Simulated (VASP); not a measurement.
# Si4W2S in VASP: a series of runs

The runs below take Si4W2S through single point, with PBE.

Program: VASP 6.6.1. These are calculated values, not measurements. Logs are shortened: lines on timing, memory, paths and dates and some standing lists are left out, and cuts for length are marked.

## 1. The cell of the first run

The cell holds a slab with vacuum, 7 atoms: a = 3.229 Å, b = 3.229 Å, c = 21.937 Å, α = 90.00°, β = 90.00°, γ = 90.00°.

## 2. Single point, PBE

The input, INCAR:

```
  PREC = Accurate
  ENCUT = 520
  EDIFF = 1E-6
  ISMEAR = 0
  SIGMA = 0.1
  LREAL = False
  LASPH = True
  NELM = 100
  ALGO = Normal
  ISIF = 2
  LWAVE = False
  LCHARG = False
  LDIPOL = True
  IDIPOL = 3
  DIPOL = 0.5 0.5 0.363
  GGA = PE
  NBANDS = 34
```

The input, KPOINTS:

```
regular mesh
0
Gamma
  8 8 1
```

The input, POSCAR:

```
Si4W2S
1.0
    3.2292919641      0.0000000000      0.0000000000
    0.0000000000      3.2292919641      0.0000000000
    0.0000000000      0.0000000000     21.9372962701
Si W S
4 2 1
Direct
    0.0000000000      0.0000000000      0.1823378757
    0.0000000000      0.0000000000      0.3009901010
    0.5000000000      0.5000000000      0.3590107505
    0.5000000000      0.5000000000      0.4757786074
    0.5000000000      0.5000000000      0.2416639884
    0.0000000000      0.0000000000      0.4178382287
    0.6250000000      0.7500000000      0.5606855424
```

Potentials or basis: VASP PAW PBE potentials, release 64 (Si, W_sv, S).

The run is started by

```bash
cat potpaw_PBE.64/Si/POTCAR potpaw_PBE.64/W_sv/POTCAR potpaw_PBE.64/S/POTCAR > POTCAR
mpirun -np 1 vasp_std > vasp.out
```

OUTCAR:

```text
PREC = Accurate
   ENCUT = 520
   EDIFF = 1E-6
   ISMEAR = 0
   LREAL = False
   LASPH = True
   NELM = 100
   ISIF = 2
   GGA = PE

 ion  position               nearest neighbor table
   1  0.000  0.000  0.182-   2 2.60   5 2.63   5 2.63   5 2.63   5 2.63
   2  0.000  0.000  0.301-   6 2.56   1 2.60   3 2.61   3 2.61   3 2.61   3 2.61   5 2.63   5 2.63
                             5 2.63   5 2.63
   3  0.500  0.500  0.359-   4 2.56   5 2.57   2 2.61   2 2.61   2 2.61   2 2.61   6 2.62   6 2.62
                             6 2.62   6 2.62
   4  0.500  0.500  0.476-   7 2.07   3 2.56   6 2.61   6 2.61   6 2.61   6 2.61
   5  0.500  0.500  0.242-   3 2.57   2 2.63   2 2.63   2 2.63   2 2.63   1 2.63   1 2.63   1 2.63
                             1 2.63
   6  0.000  0.000  0.418-   2 2.56   4 2.61   4 2.61   4 2.61   4 2.61   3 2.62   3 2.62   3 2.62
                             3 2.62
   7  0.625  0.750  0.561-   4 2.07

  LATTYP: Found a simple tetragonal cell.
 ALAT       =     3.2292919641
 C/A-ratio  =     6.7932217074

  Lattice vectors:

 A1 = (   3.2292919641,   0.0000000000,   0.0000000000)
 A2 = (   0.0000000000,   3.2292919641,   0.0000000000)
 A3 = (   0.0000000000,   0.0000000000,  21.9372962701)

Analysis of symmetry for initial positions (statically):
=====================================================================
 Subroutine PRICEL returns:
 Original cell was already a primitive cell.

 Routine SETGRP: Setting up the symmetry group for a
 simple tetragonal supercell.

 Subroutine GETGRP returns: Found  1 space group operations
 (whereof  1 operations were pure point group operations)
 out of a pool of 16 trial point group operations.

The static configuration has the point symmetry C_1 .

Analysis of symmetry for dynamics (positions and initial velocities):
=====================================================================
 Subroutine PRICEL returns:
 Original cell was already a primitive cell.

 Routine SETGRP: Setting up the symmetry group for a
 simple tetragonal supercell.

 Subroutine GETGRP returns: Found  1 space group operations
 (whereof  1 operations were pure point group operations)
 out of a pool of 16 trial point group operations.

The dynamic configuration has the point symmetry C_1 .

 Subroutine INISYM returns: Found  1 space group operations
 (whereof  1 operations are pure point group operations),
 and found     1 'primitive' translations

----------------------------------------------------------------------------------------

                                     Primitive cell

  volume of cell :     228.7693

  direct lattice vectors                    reciprocal lattice vectors
     3.229291964  0.000000000  0.000000000     0.309665404  0.000000000  0.000000000
     0.000000000  3.229291964  0.000000000     0.000000000  0.309665404  0.000000000
     0.000000000  0.000000000 21.937296270     0.000000000  0.000000000  0.045584469

  length of vectors
     3.229291964  3.229291964 21.937296270     0.309665404  0.309665404  0.045584469

  position of ions in fractional coordinates (direct lattice)
     0.000000000  0.000000000  0.182337876
     0.000000000  0.000000000  0.300990101
     0.500000000  0.500000000  0.359010750
     0.500000000  0.500000000  0.475778607
     0.500000000  0.500000000  0.241663988
     0.000000000  0.000000000  0.417838229
     0.625000000  0.750000000  0.560685542

  ion indices of the primitive-cell ions
   primitive index   ion index
                 1           1
                 2           2
                 3           3
                 4           4
                 5           5
                 6           6
                 7           7

----------------------------------------------------------------------------------------

 KPOINTS: regular mesh

Automatic generation of k-mesh.
 Grid dimensions read from file:
 generate k-points for:    8    8    1

 Generating k-lattice:

  Cartesian coordinates                     Fractional coordinates (reciprocal lattice)
     0.038708175  0.000000000  0.000000000     0.125000000  0.000000000  0.000000000
     0.000000000  0.038708175  0.000000000     0.000000000  0.125000000  0.000000000
     0.000000000  0.000000000  0.045584469     0.000000000  0.000000000  1.000000000

  Length of vectors
     0.038708175  0.038708175  0.045584469

  Shift w.r.t. Gamma in fractional coordinates (k-lattice)
     0.000000000  0.000000000  0.000000000

 Subroutine IBZKPT returns following result:
 ===========================================

 Found     34 irreducible k-points:

 Following reciprocal coordinates:
            Coordinates               Weight
  0.000000  0.000000  0.000000      1.000000
  0.125000  0.000000  0.000000      2.000000
  0.000000  0.125000  0.000000      2.000000
  0.250000  0.000000  0.000000      2.000000
  0.000000  0.250000  0.000000      2.000000
  0.375000  0.000000  0.000000      2.000000
[... 16 lines left out ...]
 -0.250000  0.250000  0.000000      2.000000
  0.375000  0.250000  0.000000      2.000000
 [... further k-points ...]
   k-points           NKPTS =     34   k-points in BZ     NKDIM =     34   number of bands    NBANDS=     34
   number of dos      NEDOS =    301   number of ions     NIONS =      7
   total plane-waves  NPLWV =  96768
   dimension x,y,z NGX =    24 NGY =   24 NGZ =  168
   dimension x,y,z NGXF=    48 NGYF=   48 NGZF=  336
   ions per type =               4   2   1
   NGX,Y,Z   is equivalent  to a cutoff of  12.36, 12.36, 12.73 a.u.
   NGXF,Y,Z  is equivalent  to a cutoff of  24.71, 24.71, 25.46 a.u.
 SYSTEM =  unknown system
   PREC   = accura    normal or accurate (medium, high low for compatibility)
   ISTART =      0    job   : 0-new  1-cont  2-samecut
   ICHARG =      2    charge: 1-file 2-atom 10-const
   ISPIN  =      1    spin polarized calculation?
   LNONCOLLINEAR =      F non collinear calculations
   LSORBIT =      F    spin-orbit coupling
   LASPH  =      T    aspherical Exc in radial PAW
   ENCUT  =  520.0 eV  38.22 Ry    6.18 a.u.   6.00  6.00 40.79*2*pi/ulx,y,z
   NELM   =    100;   NELMIN=  2; NELMDL= -5     # of ELM steps
   EDIFF  = 0.1E-05   stopping-criterion for ELM
   LREAL  =      F    real-space projection
   EDIFFG = 0.1E-04   stopping-criterion for IOM
   NSW    =      0    number of steps for IOM
   IBRION =     -1    ionic relax: 0-MD 1-quasi-New 2-CG
   NFREE  =      0    steps in history (QN), initial steepest desc. (CG)
   ISIF   =      2    stress and relaxation
   ISYM   =      2    0-nonsym 1-usesym 2-fastsym
   POTIM  = 0.5000    time-step for ionic-motion
   TEBEG  =    0.0;   TEEND  =   0.0 temperature during run
   PSTRESS=    0.0 pullay stress
   NELECT =      50.0000    total number of electrons
   NUPDOWN=      -1.0000    fix difference up-down
   EMIN   =  10.00;   EMAX   =-10.00  energy-range for DOS
   EFERMI =   0.00;   METHOD = LEGACY
   ISMEAR =     0;   SIGMA  =   0.10  broadening in eV -4-tet -1-fermi 0-gaus
   EFERMI_NEDOS =   21; number of points for ismear=-14 and -15
   IALGO  =     38    algorithm
   IMIX   =      4    mixing-type and parameters
     AMIX     =   0.40;   BMIX     =  1.00
     AMIX_MAG =   1.60;   BMIX_MAG =  1.00
  volume/ion in A,a.u.               =      32.68       220.54
  Fermi-wavevector in a.u.,A,eV,Ry     =   0.986126  1.863507 13.230901  0.972444
  Thomas-Fermi vector in A             =   2.117483
   LORBIT       =      0    0 simple, 1 ext, 2 COOP (PROOUT), +10 PAW based schemes
   GGA     = PE    functional components
   LHFCALC =     F    Hartree Fock is set to
   AEXX    =    0.0000 exact exchange contribution
   IVDW    =     0    specifies the selected vdW correction
   LEPSILON=     F    determine dielectric tensor
   LRPA    =     F    only Hartree local field effects (RPA)
 non-spin polarized calculation
 Gauss-broadening in eV      SIGMA  =   0.10
  energy-cutoff  :      520.00
  volume of cell :      228.77
 maximum number of plane-waves:      6214
   NGX = 13   NGY = 13   NGZ = 81

 dipolmoment           0.000000      0.000000     -0.011424 electrons x Angstroem

 number of electron      49.9999995 magnetization

 dipolmoment           0.000000      0.000000      0.071174 electrons x Angstroem

 Free energy of the ion-electron system (eV)
  ---------------------------------------------------
  ext. energy  EPLUGINS =         0.00000000
  ---------------------------------------------------
  free energy    TOTEN  =       -51.01385179 eV

  energy without entropy =      -50.99841617  energy(sigma->0) =      -51.00613398

 E-fermi :   1.7577     XC(G=0):  -6.1634

 val. band max:        1.7443128041   @ k =   0.5000   0.1250   0.0000
 cond. band min:       1.7653113694   @ k =   0.3750   0.0000   0.0000
 fundamental gap:      0.0209985653
 Fermi energy:         1.7576638760

 k-point     1 :       0.0000    0.0000    0.0000
  band No.  band energies     occupation
      1     -72.0335      2.00000
      2     -71.9861      2.00000
      3     -36.3150      2.00000
      4     -36.2537      2.00000
      5     -36.2502      2.00000
      6     -36.2282      2.00000
[... 26 lines left out ...]
     33       5.8116      0.00000
     34       6.2475      0.00000

 k-point     2 :       0.1250    0.0000    0.0000
  band No.  band energies     occupation
      1     -72.0325      2.00000
      2     -71.9851      2.00000
      3     -36.3134      2.00000
      4     -36.2573      2.00000
      5     -36.2499      2.00000
      6     -36.2472      2.00000
[... 26 lines left out ...]
     33       6.1598      0.00000
     34       6.2957      0.00000
[... 775 lines left out ...]
     33       5.9965      0.00000
     34       6.7157      0.00000

 k-point    24 :       0.3750    0.2500    0.0000
  band No.  band energies     occupation
      1     -72.0242      2.00000
      2     -71.9768      2.00000
      3     -36.3951      2.00000
      4     -36.3476      2.00000
      5     -36.3404      2.00000
      6     -36.2780      2.00000
[... 26 lines left out ...]
     33       5.8529      0.00000
     34       6.5125      0.00000

 [... further k-points ...]

------------------------ aborting loop because EDIFF is reached ----------------------------------------

 vacuum level on the upper side and lower side of the slab       (xc-potential included)         0.583        -0.712

  FORCE on cell =-STRESS in cart. coord.  units (eV):
  Direction    XX          YY          ZZ          XY          YZ          ZX
  --------------------------------------------------------------------------------------
  -------------------------------------------------------------------------------------
  Total       -0.7398287     -1.1420618     -0.2199479     -0.4465281     -0.6349438     -0.3117905
  in kB       -5.1813632     -7.9983881     -1.5403974     -3.1272433     -4.4468053     -2.1836132
  external PRESSURE =      -4.9067162 kB  Pullay stress =       0.0000000 kB

 VOLUME and BASIS-vectors are now :
 -----------------------------------------------------------------------------
  energy-cutoff  :      520.00
  volume of cell :      228.77
      direct lattice vectors                 reciprocal lattice vectors
     3.229291964  0.000000000  0.000000000     0.309665404  0.000000000  0.000000000
     0.000000000  3.229291964  0.000000000     0.000000000  0.309665404  0.000000000
     0.000000000  0.000000000 21.937296270     0.000000000  0.000000000  0.045584469

 POSITION                                       TOTAL-FORCE (eV/Angst)
 -----------------------------------------------------------------------------------
      0.00000      0.00000      4.00000        -0.008234     -0.006297      0.429898
      0.00000      0.00000      6.60291         0.013305      0.014909     -0.452891
      1.61465      1.61465      7.87573        -0.025966     -0.024288     -0.198569
      1.61465      1.61465     10.43730        -0.064137     -0.265184      0.562885
      1.61465      1.61465      5.30145         0.008601      0.004294     -0.006411
      0.00000      0.00000      9.16624         0.152673      0.374488     -0.295809
      2.01831      2.42197     12.29992        -0.076242     -0.097922     -0.039104
 -----------------------------------------------------------------------------------
    total drift:                               -0.000052     -0.000029     -0.000492

  FREE ENERGIE OF THE ION-ELECTRON SYSTEM (eV)
  ---------------------------------------------------
  free  energy   TOTEN  =       -51.0138517909 eV

  energy  without entropy=      -50.9984161657  energy(sigma->0) =      -51.00613398

 vacuum level on the upper side and lower side of the slab         7.362         6.102
```

It took 7 min on 1 thread of Intel Xeon Platinum 8375C at 2.90GHz (Ice Lake), shared host; peak memory 0.45 GiB.

Results:

| Property | Result |
| --- | --- |
| Free energy | -51.0139 eV |
| Largest force | 0.626 eV/Å |
| Band gap on the k mesh | zero (band 25 reaches 2.51 eV, above the bottom of band 26 at 1.63 eV) |

Forces in eV/Å, atoms in the order of the input:
```
Si  -0.008 -0.006  0.430
Si   0.013  0.015 -0.453
Si  -0.026 -0.024 -0.199
Si  -0.064 -0.265  0.563
W    0.009  0.004 -0.006
W    0.153  0.374 -0.296
S   -0.076 -0.098 -0.039
```

Caveat: spin-orbit coupling is left out, which moves the levels of the heavy elements.

## 3. Single point, PBE

The input, INCAR:

```
SYSTEM = Si4W2S
PREC = Accurate
ENCUT = 520
EDIFF = 1E-6
ISMEAR = 0
SIGMA = 0.1
LREAL = .False.
LASPH = .True.
NELM = 100
ALGO = Normal
ISIF = 2
LWAVE = .False.
LCHARG = .True.
LDIPOL = .True.
IDIPOL = 3
DIPOL = 0.5 0.5 0.360
GGA = PE
LELF = .True.
LVHAR = .True.
LVACPOTAV = .True.
NBANDS = 34
```

The input, KPOINTS:

```
Automatic mesh
0
Gamma
  8 8 1
  0 0 0
```

Changes to POSCAR since step 2:

```diff
@@ -14,2 +14,2 @@
     0.0000000000      0.0000000000      0.4178382287
-    0.6250000000      0.7500000000      0.5606855424
+    0.7500000000      0.8750000000      0.5416557883
```

Potentials or basis: VASP PAW PBE potentials, release 64 (Si, W_sv, S).

The run is started by

```bash
cat potpaw_PBE.64/Si/POTCAR potpaw_PBE.64/W_sv/POTCAR potpaw_PBE.64/S/POTCAR > POTCAR
mpirun -np 1 vasp_std > vasp.out
```

Wall time 6.1 min (1 thread of Intel Xeon Platinum 8375C at 2.90GHz (Ice Lake), shared host); peak memory 0.44 GiB.

Results (log left out):

```
Free energy            : -51.3980 eV
Largest force          : 1.430 eV/Å
Band gap on the k mesh : zero (band 25 reaches 2.66 eV, above the bottom of band 26 at 1.88 eV)
```

Forces on the atoms (eV/Å):
```
Si  -0.024  0.005  0.387
Si   0.033  0.005 -0.564
Si  -0.107 -0.042 -0.303
Si  -0.484 -1.345 -0.056
W    0.054 -0.001 -0.071
W   -0.051  0.438  0.647
S    0.578  0.940 -0.039
```

Levels at points of the mesh, in eV from the Fermi level:
```
           k point  band 21  band 22  band 23  band 24  band 25  band 26  band 27  band 28  band 29  band 30
(0.00, 0.00, 0.00)    -1.17    -0.95    -0.39    -0.07     0.70     0.78     0.87     0.99     1.32     2.31
(0.50, 0.00, 0.00)    -2.32    -1.89    -1.05    -0.23    -0.17    -0.06     0.80     2.76     2.87     2.93
(0.00, 0.50, 0.00)    -2.36    -1.89    -0.51    -0.34    -0.11    -0.07     1.53     2.69     2.85     3.10
(0.50, 0.50, 0.00)    -2.87    -2.10    -1.98    -1.78    -1.04    -0.03     1.46     2.06     3.04     3.17
```

Caveat: spin-orbit coupling is left out, which moves the levels of the heavy elements.

## 4. Single point, PBE

The input, INCAR:

```
PREC = Accurate ; ENCUT = 520
EDIFF = 1E-6 ; ISMEAR = 0
SIGMA = 0.1 ; LREAL = F
LASPH = T ; NELM = 60
ALGO = Normal ; ISIF = 2
LWAVE = F ; LCHARG = F
LDIPOL = T ; IDIPOL = 3
DIPOL = 0.5 0.5 0.361 ; GGA = PE
NBANDS = 34
```

The input, KPOINTS:

```
Automatic mesh
0
Gamma
  8 8 1
```

Changes to POSCAR since step 3:

```diff
@@ -14,2 +14,2 @@
     0.0000000000      0.0000000000      0.4178382287
-    0.7500000000      0.8750000000      0.5416557883
+    0.6250000000      0.8750000000      0.5492872217
```

The run is started by

```bash
cat potpaw_PBE.64/Si/POTCAR potpaw_PBE.64/W_sv/POTCAR potpaw_PBE.64/S/POTCAR > POTCAR
mpirun -np 1 vasp_std > vasp.out
```

It took 5.8 min on 1 thread of Intel Xeon Platinum 8375C at 2.90GHz (Ice Lake), shared host; peak memory 0.45 GiB.

It converged, with:

| Item | Value |
| --- | --- |
| Free energy | -51.2142 eV |
| Largest force | 1.396 eV/Å |
| Band gap on the k mesh | zero (band 25 reaches 2.63 eV, above the bottom of band 26 at 1.79 eV) |

Forces on the atoms (eV/Å):
```
Si  -0.009 -0.001  0.387
Si   0.022  0.010 -0.510
Si  -0.072 -0.031 -0.237
Si  -0.075 -1.355  0.327
W    0.027 -0.011  0.045
W   -0.052  0.497  0.050
S    0.160  0.891 -0.062
```

Levels at points of the mesh, in eV from the Fermi level:
```tsv
k point	band 23	band 24	band 25	band 26	band 27	band 28
(0.00, 0.00, 0.00)	-0.46	-0.19	0.74	0.79	0.94	0.95
(0.50, 0.00, 0.00)	-0.79	-0.35	-0.27	-0.10	-0.08	2.74
(0.00, 0.50, 0.00)	-0.55	-0.31	-0.11	0.26	1.01	2.60
(0.50, 0.50, 0.00)	-2.02	-1.90	-0.79	0.04	1.47	1.84
```

Caveat: spin-orbit coupling is left out, which moves the levels of the heavy elements.
